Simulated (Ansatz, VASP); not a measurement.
# One calculation of P, two programs

INCAR

```
PREC = Accurate
ENCUT = 500
EDIFF = 1E-6
ISMEAR = -1
SIGMA = 0.08
LREAL = F
LASPH = T
NELM = 120
ALGO = Normal
ISIF = 2
LWAVE = F
LCHARG = T
GGA = PS
LELF = T
LVHAR = T
NBANDS = 8
GGA_COMPAT = F
```

KPOINTS

```
Automatic mesh
0
Gamma
  10 10 9
```

Contents of POSCAR:

```
P
1.0
    4.3291337379      0.0000000000      0.0000000000
    0.0000000000      4.3291337379      0.0000000000
    0.0000000000      0.0000000000      4.4356118699
P
1
Direct
    0.0000000000      0.0000000000      0.0000000000
```

Input for Ansatz:

```yaml
crystal:
  lattice:
    - [4.3291337379, 0.0, 0.0]
    - [0.0, 4.3291337379, 0.0]
    - [0.0, 0.0, 4.4356118699]
  atoms:
    - { symbol: P, position: [0.0, 0.0, 0.0] }
kpoints:
  mp_grid: { grid: [10, 10, 9] }
  band_path:
    path:
      - [0.0, 0.0, 0.0]
      - [0.0, 0.5, 0.0]
      - [0.5, 0.5, 0.0]
      - [0.0, 0.0, 0.0]
      - [0.0, 0.0, 0.5]
      - [0.0, 0.5, 0.5]
      - [0.5, 0.5, 0.5]
      - [0.0, 0.0, 0.5]
      - [0.0, 0.5, 0.0]
    npoints: 5
scf:
  occupations: { method: fermi_dirac, width: 0.08 }
hamiltonian:
  xc: pbesol
  pseudopotentials: { kind: all_electron, lapw: { basis_error: 0.00025 } }
output:
  forces: true
  stress: true
  eigenvalues: true
```

Change from the starting cell: volume scaled by 1.04.

Alike in both runs: task single point; functional PBEsol; k mesh 10 × 10 × 9; occupations fermi-dirac, width 0.08 eV; no spin polarisation.

|  | VASP | Ansatz |
| --- | --- | --- |
| version | VASP 6.6.1 | Ansatz 0.2.0 |
| potentials or method | VASP PAW PBE potentials, release 64 (P), cutoff 500 eV | all-electron LAPW, scalar-relativistic |

|  | VASP | Ansatz | Ansatz less VASP |
| --- | --- | --- | --- |
| pressure (GPa) | -3.5 | -3.4 | +0.01 |
| traceless stress, the component that is largest in VASP (GPa) | 0.29 | 0.29 | 0.000 |

VASP's potentials were made for PBE, not for PBEsol. Ansatz ran all-electron here, and VASP with PAW potentials.
